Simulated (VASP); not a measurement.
A run of VASP 6.6.1 is set up as follows.

POSCAR

```
CO2
1.0
    5.4942000000      0.0000000000      0.0000000000
    0.0000000000      5.4942000000      0.0000000000
    0.0000000000      0.0000000000      5.4942000000
C O
4 8
Direct
    0.0000000000      0.0000000000      0.0000000000
    0.5000000000      0.0000000000      0.5000000000
    0.5000000000      0.5000000000      0.0000000000
    0.0000000000      0.5000000000      0.5000000000
    0.1227033904      0.1227033904      0.1227033904
    0.3772966096      0.8772966096      0.6227033904
    0.6227033904      0.3772966096      0.8772966096
    0.8772966096      0.6227033904      0.3772966096
    0.8772966096      0.8772966096      0.8772966096
    0.6227033904      0.1227033904      0.3772966096
    0.3772966096      0.6227033904      0.1227033904
    0.1227033904      0.3772966096      0.6227033904
```

The input INCAR.step1:

```
SYSTEM = CO2
ALGO = Normal
EDIFF = 1E-4
ENCUT = 520
GGA = PE
ISMEAR = -1
LASPH = .True.
LCHARG = .False.
LREAL = .False.
LWAVE = .True.
NBANDS = 44
NELM = 60
PREC = Accurate
SIGMA = 0.02
```

The input INCAR.step2:

```
SYSTEM = CO2
ALGO = Normal
EDIFF = 1E-8
ENCUT = 520
ISIF = 2
ISMEAR = -1
ISTART = 1
LASPH = .True.
LCHARG = .False.
LEFG = .True.
LMIXTAU = .True.
LREAL = .False.
LWAVE = .False.
METAGGA = R2SCAN
NBANDS = 44
NELM = 60
PREC = Accurate
SIGMA = 0.02
```

File KPOINTS:

```
k-points
0
Gamma
  5 5 5
  0 0 0
```

Potentials or basis: VASP PAW PBE potentials, release 64 (C, O).

The run is started by

```bash
$ cat potpaw_PBE.64/C/POTCAR potpaw_PBE.64/O/POTCAR > POTCAR
$ cp INCAR.step1 INCAR
$ mpirun -np 1 vasp_std > vasp.out
$ cp INCAR.step2 INCAR
$ mpirun -np 1 vasp_std > vasp.out
```

Question: Predict the pressure.

Answer: -0.1 GPa.

Question: What does it give for the largest force?

Answer: 0.087 eV/Å.

Question: What does it give for the band gap on the k mesh?

Answer: 7.46 eV.

Forces on the atoms (eV/Å):
```
C    0.000  0.000  0.000
C    0.000  0.000  0.000
C    0.000  0.000  0.000
C    0.000  0.000  0.000
O   -0.050 -0.050 -0.050
O    0.050  0.050 -0.050
O   -0.050  0.050  0.050
O    0.050 -0.050  0.050
O    0.050  0.050  0.050
O   -0.050 -0.050  0.050
O    0.050 -0.050 -0.050
O   -0.050  0.050 -0.050
```

Caveat: without QUAD_EFG the Cq values of the log hold for a quadrupole moment of 1 mb, not for the nuclei; the PAW data sets were made with another functional, which shifts forces and pressure a little; an odd mesh through Γ misses points on the zone boundary, where band edges can lie.
